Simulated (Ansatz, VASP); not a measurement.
# B5P: VASP beside Ansatz

```
B P
1.0
     2.24959   -2.03646   -0.20621
     2.24959    2.03646   -0.20621
    -2.19949    0.00000    5.50741
B P
5 1
Direct
  0.25612 0.67455 0.71178
  0.32545 0.74388 0.28822
  0.74388 0.32545 0.28822
  0.67455 0.25612 0.71178
  0.00000 0.00000 0.50000
  0.00000 0.00000 0.00000
```

Alike in both runs: functional PBE; k mesh 5 × 5 × 3; occupations gaussian, width 0.2 eV; no spin polarisation.

Ansatz relaxed the structure, and its values are those at the end. VASP's run is a single point on that final structure, the one shown.

```csv
,VASP,Ansatz
version,VASP 6.6.1,Ansatz 0.2.0
potentials or method,"VASP PAW PBE potentials, release 64 (B, P), cutoff 500 eV","scalar-relativistic, plane waves, PAW"
valence electrons in the cell,20,20
```

```csv
,VASP,Ansatz,Ansatz less VASP
gap on the k mesh at the Fermi level (eV),none,none,-
pressure (GPa),-0.1,0.0,+0.10
rms of the force components (eV/Å),0.005,0.003,-0.0018
```

A gap of «none» marks a metal or a gap that the smearing closes. With one functional, cell and mesh, what is left measures potentials, basis and numerics.

The k mesh is coarse, so the values compare programs but aren't converged.
